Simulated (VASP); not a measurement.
Wanted: the native input for a VASP 6.6.1 run.

| Item | Value |
| --- | --- |
| Task | single point |
| Functional | PBE |
| Potentials or basis | VASP PAW PBE potentials, release 64 (Co) |
| Cutoff | 520 eV |
| k mesh | 20 × 20 × 10 |
| Occupations | gaussian, width 0.05 eV |
| Spin | non-collinear spin, typed start, spin-orbit coupling |
| Starting moments | [[0.0, 0.0, 1.78], [0.0, 0.0, 1.78]] μB |
| Dipole correction | no |
| Further INCAR settings | ALGO = Normal; EDIFF = 1e-07; NBANDS = 30 |

The structure of Co lies in POSCAR:

```
Co
1.0
    2.4934862558      0.0000000000      0.0000000000
   -1.2467431279      2.1594224415      0.0000000000
    0.0000000000      0.0000000000      4.0314489031
Co
2
Direct
    0.3333333333      0.6666666667      0.7500000000
    0.6666666667      0.3333333333      0.2500000000
```

One way to write it, as run:

INCAR

```
ALGO = Normal
EDIFF = 1E-7
ENCUT = 520
GGA = PE
GGA_COMPAT = F
ISIF = 2
ISMEAR = 0
LASPH = T
LCHARG = F
LMAXMIX = 4
LORBIT = 11
LORBMOM = T
LREAL = F
LSORBIT = T
LWAVE = F
MAGMOM = 0 0 1.78 0 0 1.78
NBANDS = 30
NELM = 150
PREC = Accurate
SIGMA = 0.05
```

KPOINTS

```
k-points
0
Gamma
  20 20 10
```

Potentials or basis: VASP PAW PBE potentials, release 64 (Co).

The run is started by

```bash
$ cat potpaw_PBE.64/Co/POTCAR > POTCAR
$ mpirun -np 1 vasp_ncl > vasp.out
```

It gave:

The pressure is -0.7 GPa, the net moment is 3.19 μB per cell and the valence electrons inside the program's atomic spheres are Co 8.27.

Wall time 21 min on 1 thread of Intel(R) Xeon(R) Platinum 8488C (Sapphire Rapids) (shared host), peak memory 0.47 GiB.
